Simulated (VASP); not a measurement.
## V: single point with PBE

V:

```
CELL_PARAMETERS angstrom
2.44314 0.00000 0.00000
0.00000 2.44314 0.00000
0.00000 0.00000 2.44314
ATOMIC_POSITIONS crystal
V 0.00000 0.00000 0.00000
```

| Item | Value |
| --- | --- |
| Program | VASP 6.6.1 |
| Task | single point |
| Functional | PBE |
| Potentials or basis | VASP PAW PBE potentials, release 64 (V_sv) |
| Cutoff | 520 eV |
| k mesh | 13 × 13 × 13 |
| Occupations | fermi-dirac, width 0.136057 eV |
| Spin | no spin polarisation |
| Dipole correction | no |
| Further INCAR settings | ALGO = Normal; EDIFF = 1e-06; NBANDS = 12 |

```yaml
Pressure: 1.4 GPa
```

Levels at points of the mesh, in eV from the Fermi level:
```
           k point  band 5  band 6  band 7  band 8  band 9  band 10
(0.00, 0.00, 0.00)   -6.41   -2.20   -2.20    3.49    3.49     3.49
```

Run time: 14 s on 1 thread of AMD EPYC 7571, with other jobs on the host, peak memory 0.09 GiB.
